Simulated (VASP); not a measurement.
A run of VASP 6.6.1:

File INCAR:

```
  ALGO = Normal
  EDIFF = 1E-6
  EFERMI = MIDGAP
  ENCUT = 320
  GGA_COMPAT = False
  ISMEAR = -5
  KPAR = 2
  LASPH = True
  LCHARG = False
  LMIXTAU = True
  LORBIT = 11
  LREAL = False
  LWAVE = False
  METAGGA = R2SCAN
  NBANDS = 25
  NEDOS = 2001
  NELM = 120
  PREC = Accurate
```

KPOINTS

```
Automatic mesh
0
Gamma
  12 12 12
  0 0 0
```

File POSCAR:

```
ZnS
1.0
    0.0000000000      2.7020000000      2.7020000000
    2.7020000000      0.0000000000      2.7020000000
    2.7020000000      2.7020000000      0.0000000000
Zn S
1 1
Direct
    0.7500000000      0.7500000000      0.7500000000
    0.0000000000      0.0000000000      0.0000000000
```

Potentials or basis: VASP PAW PBE potentials, release 64 (Zn, S).

Command:

```console
$ cat potpaw_PBE.64/Zn/POTCAR potpaw_PBE.64/S/POTCAR > POTCAR
$ mpirun -np 2 vasp_std > vasp.out
```

Hardware: 2 MPI ranks on Intel(R) Xeon(R) Platinum 8488C (Sapphire Rapids), on a shared host.

**Question.** How long does it take, and how much memory?

**Answer.** It took 45 s on 2 MPI ranks on Intel(R) Xeon(R) Platinum 8488C (Sapphire Rapids), on a shared host, peak memory 0.14 GiB a rank. Counts: scf iterations 21, k points 72.
